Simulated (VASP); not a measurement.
A run of VASP 6.6.1 is set up as follows.

INCAR

```
  PREC = Accurate
  ENCUT = 520
  EDIFF = 1E-7
  ISMEAR = -1
  SIGMA = 0.1
  LREAL = F
  LASPH = T
  NELM = 80
  ALGO = Normal
  ISIF = 2
  LWAVE = F
  LCHARG = F
  GGA = PS
  NBANDS = 18
```

KPOINTS

```
Automatic mesh
0
Gamma
  9 9 5
```

Contents of POSCAR:

```
Ag
1.0
    2.6285798152      0.0000000000      0.0000000000
   -1.3142899076      2.2764168958      0.0000000000
    0.0000000000      0.0000000000      4.3361779459
Ag
2
Direct
    0.3333333333      0.6666666667      0.2500000000
    0.6666666667      0.3333333333      0.7500000000
```

Potentials or basis: VASP PAW PBE potentials, release 64 (Ag).

Launch:

```sh
$ cat potpaw_PBE.64/Ag/POTCAR > POTCAR
$ mpirun -np 1 vasp_std > vasp.out
```

(1) What does it give for the pressure?

(2) Estimate the band gap on the k mesh.

Results:

(1) 59.3 GPa.

(2) zero (band 11 reaches 17.61 eV, above the bottom of band 12 at 9.10 eV).

Caveat: the PAW data sets were made with another functional, which shifts forces and pressure a little.
